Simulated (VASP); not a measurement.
# MnS (P6_3mc) in VASP: notebook

The runs below take MnS through single point, with PBE.

All numbers are computed with VASP 6.6.1; they aren't measurements. Logs are shortened: lines on timing, memory, paths and dates and some standing lists are left out, and cuts for length are marked.

## (1) The cell of the first run

It takes space group P6_3mc (No. 186, hexagonal). Conventional cell: a = 4.000 Å, b = 4.000 Å, c = 6.356 Å, α = 90.00°, β = 90.00°, γ = 120.00°. Within 3.1 Å of Mn (site symmetry 3m) lie 4 S at 2.36 to 2.45 Å. Within 3.1 Å of S (site symmetry 3m) lie 4 Mn at 2.36 to 2.45 Å.

## (2) Single point, PBE, collinear spin, antiferromagnetic start

INCAR reads:

```
PREC = Accurate
ENCUT = 520
EDIFF = 1E-6
ISMEAR = 0
SIGMA = 0.05
LREAL = False
LASPH = True
NELM = 150
ALGO = Normal
ISIF = 2
LWAVE = False
LCHARG = True
ISPIN = 2
MAGMOM = 4.37 -4.37 0 0
LORBIT = 11
LMAXMIX = 4
GGA = PE
LELF = True
LVHAR = True
NBANDS = 31
```

KPOINTS reads:

```
regular mesh
0
Gamma
  4 4 2
```

POSCAR reads:

```
MnS
1.0
    3.9998416730     -0.0000000001      0.0000000000
   -1.9999208364      3.4639645000      0.0000000000
    0.0000000000      0.0000000000      6.3555563023
Mn S
2 2
Direct
    0.3333333333      0.6666666667      0.0070008098
    0.6666666667      0.3333333333      0.5070001545
    0.3333333333      0.6666666667      0.3779995829
    0.6666666667      0.3333333333      0.8779994528
```

Potentials or basis: VASP PAW PBE potentials, release 64 (Mn_pv, S).

The run is started by

```
> cat potpaw_PBE.64/Mn_pv/POTCAR potpaw_PBE.64/S/POTCAR > POTCAR
> mpirun -np 1 vasp_std > vasp.out
```

OUTCAR:

```text
PREC = Accurate
   ENCUT = 520
   EDIFF = 1E-6
   ISMEAR = 0
   LREAL = False
   LASPH = True
   NELM = 150
   ISIF = 2
   ISPIN = 2
   LORBIT = 11
   GGA = PE

 ion  position               nearest neighbor table
   1  0.333  0.667  0.007-   3 2.36   4 2.45   4 2.45   4 2.45
   2  0.667  0.333  0.507-   4 2.36   3 2.45   3 2.45   3 2.45
   3  0.333  0.667  0.378-   1 2.36   2 2.45   2 2.45   2 2.45
   4  0.667  0.333  0.878-   2 2.36   1 2.45   1 2.45   1 2.45

  LATTYP: Found a hexagonal cell.
 ALAT       =     3.9998416730
 C/A-ratio  =     1.5889519691

  Lattice vectors:

 A1 = (   3.9998416730,  -0.0000000001,   0.0000000000)
 A2 = (  -1.9999208364,   3.4639645000,   0.0000000000)
 A3 = (   0.0000000000,   0.0000000000,   6.3555563023)

Analysis of symmetry for initial positions (statically):
=====================================================================
 Subroutine PRICEL returns:
 Original cell was already a primitive cell.

 Routine SETGRP: Setting up the symmetry group for a
 hexagonal supercell.

 Subroutine GETGRP returns: Found 12 space group operations
 (whereof  6 operations were pure point group operations)
 out of a pool of 24 trial point group operations.

The static configuration has the point symmetry C_3v.
 The point group associated with its full space group is C_6v.

Analysis of symmetry for dynamics (positions and initial velocities):
=====================================================================
 Subroutine PRICEL returns:
 Original cell was already a primitive cell.

 Routine SETGRP: Setting up the symmetry group for a
 hexagonal supercell.

 Subroutine GETGRP returns: Found 12 space group operations
 (whereof  6 operations were pure point group operations)
 out of a pool of 24 trial point group operations.

The dynamic configuration has the point symmetry C_3v.
 The point group associated with its full space group is C_6v.

Analysis of structural, dynamic, and magnetic symmetry:
=====================================================================
 Subroutine PRICEL returns:
 Original cell was already a primitive cell.

 Routine SETGRP: Setting up the symmetry group for a
 hexagonal supercell.

 Subroutine GETGRP returns: Found 12 space group operations
 (whereof  6 operations were pure point group operations)
 out of a pool of 24 trial point group operations.

The overall configuration has the point symmetry C_3v.
 The point group associated with its full space group is C_6v.

 Subroutine INISYM returns: Found 12 space group operations
 (whereof  6 operations are pure point group operations),
 and found     1 'primitive' translations

----------------------------------------------------------------------------------------

                                     Primitive cell

  volume of cell :      88.0582

  direct lattice vectors                    reciprocal lattice vectors
     3.999841673 -0.000000000  0.000000000     0.250009896  0.144343281  0.000000000
    -1.999920836  3.463964500  0.000000000     0.000000000  0.288686561  0.000000000
     0.000000000  0.000000000  6.355556302     0.000000000  0.000000000  0.157342639

  length of vectors
     3.999841673  3.999841673  6.355556302     0.288686561  0.288686561  0.157342639

  position of ions in fractional coordinates (direct lattice)
     0.333333333  0.666666667  0.007000810
     0.666666667  0.333333333  0.507000154
     0.333333333  0.666666667  0.377999583
     0.666666667  0.333333333  0.877999453

  ion indices of the primitive-cell ions
   primitive index   ion index
                 1           1
                 2           2
                 3           3
                 4           4

----------------------------------------------------------------------------------------

 KPOINTS: regular mesh

Automatic generation of k-mesh.
 Grid dimensions read from file:
 generate k-points for:    4    4    2

 Generating k-lattice:

  Cartesian coordinates                     Fractional coordinates (reciprocal lattice)
     0.062502474  0.036085820  0.000000000     0.250000000  0.000000000  0.000000000
     0.000000000  0.072171640  0.000000000     0.000000000  0.250000000  0.000000000
     0.000000000  0.000000000  0.078671319     0.000000000  0.000000000  0.500000000

  Length of vectors
     0.072171640  0.072171640  0.078671319

  Shift w.r.t. Gamma in fractional coordinates (k-lattice)
     0.000000000  0.000000000  0.000000000

 Subroutine IBZKPT returns following result:
 ===========================================

 Found      8 irreducible k-points:

 Following reciprocal coordinates:
            Coordinates               Weight
  0.000000  0.000000  0.000000      1.000000
  0.250000 -0.000000  0.000000      6.000000
  0.500000 -0.000000  0.000000      3.000000
  0.250000  0.250000  0.000000      6.000000
  0.000000  0.000000  0.500000      1.000000
  0.250000 -0.000000  0.500000      6.000000
  0.500000 -0.000000  0.500000      3.000000
[... 78 lines left out ...]

 k-point     1 :       0.0000    0.0000    0.0000
  band No.  band energies     occupation
      1     -46.1321      1.00000
      2     -46.1321      1.00000
      3     -46.0789      1.00000
      4     -41.6650      1.00000
      5     -41.6581      1.00000
      6     -41.6581      1.00000
[... 23 lines left out ...]
     30      12.0530      0.00000
     31      12.0530      0.00000

 k-point     2 :       0.2500   -0.0000    0.0000
  band No.  band energies     occupation
      1     -46.1332      1.00000
      2     -46.1324      1.00000
      3     -46.0788      1.00000
      4     -41.6649      1.00000
      5     -41.6597      1.00000
      6     -41.6585      1.00000
[... 23 lines left out ...]
     30      11.8183      0.00000
     31      12.5702      0.00000

 k-point     3 :       0.5000   -0.0000    0.0000
  band No.  band energies     occupation
      1     -46.1342      1.00000
      2     -46.1326      1.00000
      3     -46.0787      1.00000
      4     -41.6647      1.00000
      5     -41.6613      1.00000
      6     -41.6589      1.00000
[... 159 lines left out ...]
     30      12.3582      0.00000
     31      12.4861      0.00000

 k-point     8 :       0.2500    0.2500    0.5000
  band No.  band energies     occupation
      1     -46.1339      1.00000
      2     -46.1330      1.00000
      3     -46.0787      1.00000
      4     -41.6647      1.00000
      5     -41.6607      1.00000
      6     -41.6595      1.00000
[... 23 lines left out ...]
     30      11.4976      0.00000
     31      12.3051      0.00000
 Fermi energy:         4.2529117298

 spin component 2

 k-point     1 :       0.0000    0.0000    0.0000
  band No.  band energies     occupation
      1     -46.1321      1.00000
      2     -46.1321      1.00000
      3     -46.0790      1.00000
      4     -41.6650      1.00000
      5     -41.6581      1.00000
      6     -41.6581      1.00000
[... 23 lines left out ...]
     30      12.0531      0.00000
     31      12.0531      0.00000

 k-point     2 :       0.2500   -0.0000    0.0000
  band No.  band energies     occupation
      1     -46.1332      1.00000
      2     -46.1324      1.00000
      3     -46.0789      1.00000
      4     -41.6649      1.00000
      5     -41.6597      1.00000
      6     -41.6585      1.00000
[... 23 lines left out ...]
     30      11.8183      0.00000
     31      12.5702      0.00000

 k-point     3 :       0.5000   -0.0000    0.0000
  band No.  band energies     occupation
      1     -46.1343      1.00000
      2     -46.1327      1.00000
      3     -46.0788      1.00000
      4     -41.6647      1.00000
      5     -41.6612      1.00000
      6     -41.6589      1.00000
[... 159 lines left out ...]
     30      12.3581      0.00000
     31      12.4862      0.00000

 k-point     8 :       0.2500    0.2500    0.5000
  band No.  band energies     occupation
      1     -46.1339      1.00000
      2     -46.1331      1.00000
      3     -46.0788      1.00000
      4     -41.6647      1.00000
      5     -41.6607      1.00000
      6     -41.6594      1.00000
[... 23 lines left out ...]
     30      11.4976      0.00000
     31      12.3051      0.00000

------------------------ aborting loop because EDIFF is reached ----------------------------------------

  FORCE on cell =-STRESS in cart. coord.  units (eV):
  Direction    XX          YY          ZZ          XY          YZ          ZX
  --------------------------------------------------------------------------------------
  -------------------------------------------------------------------------------------
  Total       -0.9219282     -0.9219282     -0.7578704     -0.0000000      0.0000000      0.0000000
  in kB      -16.7740476    -16.7740476    -13.7890935     -0.0000000      0.0000000      0.0000000
  external PRESSURE =     -15.7790629 kB  Pullay stress =       0.0000000 kB

 VOLUME and BASIS-vectors are now :
 -----------------------------------------------------------------------------
  energy-cutoff  :      520.00
  volume of cell :       88.06
      direct lattice vectors                 reciprocal lattice vectors
     3.999841673 -0.000000000  0.000000000     0.250009896  0.144343281  0.000000000
    -1.999920836  3.463964500  0.000000000     0.000000000  0.288686561  0.000000000
     0.000000000  0.000000000  6.355556302     0.000000000  0.000000000  0.157342639

 POSITION                                       TOTAL-FORCE (eV/Angst)
 -----------------------------------------------------------------------------------
     -0.00000      2.30931      0.04449        -0.000000      0.000000      0.026152
      1.99992      1.15465      3.22227        -0.000000     -0.000000      0.026152
     -0.00000      2.30931      2.40240         0.000000      0.000000     -0.026152
      1.99992      1.15465      5.58017        -0.000000      0.000000     -0.026152
 -----------------------------------------------------------------------------------
    total drift:                               -0.000000      0.000000      0.001482

  FREE ENERGIE OF THE ION-ELECTRON SYSTEM (eV)
  ---------------------------------------------------
  free  energy   TOTEN  =       -28.5661128559 eV

  energy  without entropy=      -28.5661128559  energy(sigma->0) =      -28.56611286

 total charge

# of ion       s       p       d       tot
------------------------------------------
    1        0.255   6.200   4.935  11.390
    2        0.255   6.200   4.935  11.390
    3        1.313   2.439   0.000   3.752
    4        1.313   2.439   0.000   3.752
--------------------------------------------------
tot          3.136  17.279   9.870  30.285

 magnetization (x)

# of ion       s       p       d       tot
------------------------------------------
    1        0.031   0.047   4.101   4.178
    2       -0.031  -0.047  -4.101  -4.178
    3       -0.005  -0.028   0.000  -0.033
    4        0.005   0.028   0.000   0.033
--------------------------------------------------
tot         -0.000   0.000   0.000  -0.000
```

Run time: 28 s. Hardware: 1 thread of AMD EPYC 9R45 (Zen 5), shared host; peak memory 0.21 GiB.

Results:

| Item | Value |
| --- | --- |
| Free energy | -28.5661 eV |
| Pressure | -1.6 GPa |
| Largest force | 0.026 eV/Å |
| Band gap on the k mesh | 1.10 eV (least direct gap 1.61 eV) |
| Net moment | 0.00 μB per cell |
| Site moments | Mn +4.18, -4.18; S -0.03, +0.03 μB |
| Valence electrons inside the program's atomic spheres | Mn 11.39; S 3.75 |

Forces in eV/Å, atoms in the order of the input:
```
Mn   0.000  0.000  0.026
Mn   0.000  0.000  0.026
S    0.000  0.000 -0.026
S    0.000  0.000 -0.026
```

Levels at points of the mesh, in eV from the valence-band top:
Spin up:
```tsv
k point	band 15	band 16	band 17	band 18	band 19	band 20	band 21	band 22	band 23	band 24
(0.00, 0.00, 0.00)	-2.19	-2.19	-0.77	-0.02	-0.02	1.59	1.59	1.94	2.75	3.11
(0.50, 0.00, 0.00)	-2.20	-2.10	-2.06	-1.56	-0.89	1.25	1.55	1.67	2.02	2.30
(0.00, 0.00, 0.50)	-2.09	-2.09	-0.76	0.00	0.00	1.68	1.68	2.24	2.89	2.89
(0.50, 0.00, 0.50)	-2.16	-2.13	-1.98	-0.91	-0.80	1.26	1.50	1.75	2.06	2.15
```
Spin down:
| k point | band 16 | band 17 | band 18 | band 19 | band 20 | band 21 | band 22 | band 23 |
| --- | --- | --- | --- | --- | --- | --- | --- | --- |
| (0.00, 0.00, 0.00) | -2.19 | -0.77 | -0.02 | -0.02 | 1.59 | 1.59 | 1.94 | 2.75 |
| (0.50, 0.00, 0.00) | -2.10 | -2.06 | -1.56 | -0.89 | 1.25 | 1.55 | 1.67 | 2.02 |
| (0.00, 0.00, 0.50) | -2.09 | -0.76 | 0.00 | 0.00 | 1.68 | 1.68 | 2.24 | 2.89 |
| (0.50, 0.00, 0.50) | -2.13 | -1.98 | -0.91 | -0.80 | 1.26 | 1.50 | 1.75 | 2.06 |

Caveat: the k points lie up to 0.49 Å⁻¹ apart; the antiferromagnetic order is the one typed at the start, and another may lie lower. A k mesh can miss the band edges.

## (3) Single point, PBE, collinear spin, antiferromagnetic start

INCAR reads:

```
  PREC = Accurate
  ENCUT = 520
  EDIFF = 1E-6
  ISMEAR = 0
  SIGMA = 0.05
  LREAL = False
  LASPH = True
  NELM = 150
  ALGO = Normal
  ISIF = 2
  LWAVE = False
  LCHARG = False
  ISPIN = 2
  MAGMOM = 5 -5 0 0
  LORBIT = 11
  LMAXMIX = 4
  GGA = PE
  NBANDS = 31
```

KPOINTS reads:

```
Automatic mesh
0
Gamma
  8 8 4
```

POSCAR reads:

```
MnS
1.0
    3.9760016069      0.0000000000      0.0000000000
   -1.9880008033      3.4433183969      0.0000000000
    0.0000000000      0.0000000000      6.4320005017
Mn S
2 2
Direct
    0.3333333333      0.6666666667      0.0000000000
    0.6666666667      0.3333333333      0.5000000000
    0.3333333333      0.6666666667      0.3850000000
    0.6666666667      0.3333333333      0.8850000000
```

Potentials or basis: VASP PAW PBE potentials, release 64 (Mn_pv, S).

The run is started by

```
> cat potpaw_PBE.64/Mn_pv/POTCAR potpaw_PBE.64/S/POTCAR > POTCAR
> mpirun -np 1 vasp_std > vasp.out
```

Run time: 81 s. Hardware: 1 thread of AMD EPYC 9R45 (Zen 5), shared host; peak memory 0.27 GiB.

Results (log left out):

```
Free energy                                           : -28.5345 eV
Pressure                                              : -1.3 GPa
Largest force                                         : 0.534 eV/Å
Band gap on the k mesh                                : 0.70 eV (least direct gap 1.35 eV)
Net moment                                            : 0.00 μB per cell
Site moments                                          : Mn +4.21, -4.21; S -0.03, +0.03 μB
Valence electrons inside the program's atomic spheres : Mn 11.38; S 3.75
```

Forces in eV/Å, atoms in the order of the input:
```
Mn   0.000  0.000  0.534
Mn   0.000  0.000  0.534
S    0.000  0.000 -0.534
S    0.000  0.000 -0.534
```

Stress tensor (GPa, compression positive):
```
 0.35  0.00  0.00
 0.00  0.35  0.00
 0.00  0.00 -4.66
```

Levels at points of the mesh, in eV from the valence-band top:
Spin up:
| k point | band 17 | band 18 | band 19 | band 20 | band 21 | band 22 |
| --- | --- | --- | --- | --- | --- | --- |
| (0.00, 0.00, 0.00) | -0.92 | 0.00 | 0.00 | 1.35 | 1.35 | 1.80 |
| (0.50, 0.00, 0.00) | -2.34 | -1.70 | -1.10 | 1.03 | 1.29 | 1.43 |
| (0.00, 0.00, 0.50) | -1.03 | -0.01 | -0.01 | 1.43 | 1.43 | 2.10 |
| (0.50, 0.00, 0.50) | -2.20 | -1.14 | -1.02 | 0.99 | 1.29 | 1.50 |
Spin down:
```
           k point  band 15  band 16  band 17  band 18  band 19  band 20  band 21  band 22  band 23  band 24
(0.00, 0.00, 0.00)    -2.52    -2.52    -0.92     0.00     0.00     1.35     1.35     1.80     2.38     3.05
(0.50, 0.00, 0.00)    -2.47    -2.42    -2.34    -1.70    -1.10     1.03     1.29     1.43     1.84     2.05
(0.00, 0.00, 0.50)    -2.43    -2.43    -1.03    -0.01    -0.01     1.43     1.43     2.10     2.88     2.88
(0.50, 0.00, 0.50)    -2.43    -2.43    -2.20    -1.14    -1.02     0.99     1.29     1.50     1.86     1.95
```

Caveat: the stress differs along the axes, from -5 to 0 GPa; the antiferromagnetic order is the one typed at the start, and another may lie lower; semilocal functionals underestimate gaps, and a narrow one can read as zero. A k mesh can miss the band edges.

## (4) Single point, PBE, collinear spin, antiferromagnetic start

INCAR reads:

```
SYSTEM = MnS
ALGO = Normal
EDIFF = 1E-6
ENCUT = 520
GGA = PE
ISIF = 2
ISMEAR = 0
ISPIN = 2
LASPH = .True.
LCHARG = .True.
LELF = .True.
LMAXMIX = 4
LORBIT = 11
LREAL = .False.
LVHAR = .True.
LWAVE = .False.
MAGMOM = 4.45 -4.45 0 0
NBANDS = 31
NELM = 150
PREC = Accurate
SIGMA = 0.05
```

KPOINTS reads:

```
k-points
0
Gamma
  8 8 4
  0 0 0
```

POSCAR reads:

```
MnS
1.0
    3.9998416730     -0.0000000001      0.0000000000
   -1.9999208364      3.4639645000      0.0000000000
    0.0000000000      0.0000000000      6.3555563023
Mn S
2 2
Direct
    0.3333333333      0.6666666667      0.0070008098
    0.6666666667      0.3333333333      0.5070001545
    0.3333333333      0.6666666667      0.3779995829
    0.6666666667      0.3333333333      0.8779994528
```

The run is started by

```
> cat potpaw_PBE.64/Mn_pv/POTCAR potpaw_PBE.64/S/POTCAR > POTCAR
> mpirun -np 1 vasp_std > vasp.out
```

It took 84 s on 1 thread of AMD EPYC 9R45 (Zen 5), shared host; peak memory 0.27 GiB.

It converged, with:

- Free energy: -28.6045 eV
- Pressure: -1.8 GPa
- Largest force: 0.009 eV/Å
- Band gap on the k mesh: 0.98 eV (least direct gap 1.61 eV)
- Net moment: 0.00 μB per cell
- Site moments: Mn +4.17, -4.17; S -0.03, +0.03 μB
- Valence electrons inside the program's atomic spheres: Mn 11.39; S 3.75

Forces on the atoms (eV/Å):
```
Mn   0.000  0.000  0.009
Mn   0.000  0.000  0.009
S    0.000  0.000 -0.009
S    0.000  0.000 -0.009
```

Levels at points of the mesh, in eV from the valence-band top:
Spin up:
| k point | band 15 | band 16 | band 17 | band 18 | band 19 | band 20 | band 21 | band 22 | band 23 | band 24 |
| --- | --- | --- | --- | --- | --- | --- | --- | --- | --- | --- |
| (0.00, 0.00, 0.00) | -2.19 | -2.19 | -0.77 | -0.02 | -0.02 | 1.59 | 1.59 | 1.94 | 2.75 | 3.11 |
| (0.50, 0.00, 0.00) | -2.20 | -2.10 | -2.06 | -1.56 | -0.89 | 1.25 | 1.55 | 1.67 | 2.02 | 2.30 |
| (0.00, 0.00, 0.50) | -2.09 | -2.09 | -0.76 | 0.00 | 0.00 | 1.68 | 1.68 | 2.23 | 2.89 | 2.89 |
| (0.50, 0.00, 0.50) | -2.16 | -2.13 | -1.98 | -0.90 | -0.80 | 1.26 | 1.50 | 1.75 | 2.05 | 2.15 |
Spin down:
| k point | band 15 | band 16 | band 17 | band 18 | band 19 | band 20 | band 21 | band 22 | band 23 | band 24 |
| --- | --- | --- | --- | --- | --- | --- | --- | --- | --- | --- |
| (0.00, 0.00, 0.00) | -2.19 | -2.19 | -0.77 | -0.02 | -0.02 | 1.59 | 1.59 | 1.94 | 2.75 | 3.11 |
| (0.50, 0.00, 0.00) | -2.20 | -2.10 | -2.06 | -1.56 | -0.89 | 1.25 | 1.55 | 1.67 | 2.02 | 2.30 |
| (0.00, 0.00, 0.50) | -2.09 | -2.09 | -0.76 | 0.00 | 0.00 | 1.68 | 1.68 | 2.23 | 2.89 | 2.89 |
| (0.50, 0.00, 0.50) | -2.16 | -2.13 | -1.98 | -0.90 | -0.80 | 1.26 | 1.50 | 1.75 | 2.05 | 2.15 |

Caveat: the antiferromagnetic order is the one typed at the start, and another may lie lower.

## (5) Overview

| cell | k mesh | gap on the mesh (eV) | pressure (GPa) | moment (μB) | largest force (eV/Å) |
| --- | --- | --- | --- | --- | --- |
| a = 4.000, b = 4.000, c = 6.356 Å, angles 90.0, 90.0, 120.0°, 4 atoms, atomic positions A | 4 × 4 × 2 | 1.10 | -1.6 | 0.00 | 0.03 |
| a = 3.976, b = 3.976, c = 6.432 Å, angles 90.0, 90.0, 120.0°, 4 atoms, atomic positions B | 8 × 8 × 4 | 0.70 | -1.3 | 0.00 | 0.53 |
| a = 4.000, b = 4.000, c = 6.356 Å, angles 90.0, 90.0, 120.0°, 4 atoms, atomic positions A | 8 × 8 × 4 | 0.98 | -1.8 | 0.00 | 0.01 |

Alike in all rows: task single point; level PBE; potentials or basis VASP PAW PBE potentials, release 64 (Mn_pv, S); spin collinear, antiferromagnetic start; cutoff (eV) 520; smearing gaussian 0.05 eV.

Caveats: some runs use coarse meshes; the antiferromagnetic order is the one typed at the start, and another may lie lower; the stress differs along the axes, from -5 to 0 GPa (at least some runs); semilocal functionals underestimate gaps, and a narrow one can read as zero (at least some runs).

Total energies depend on the potentials used, so only differences within one code and one set of settings carry meaning.
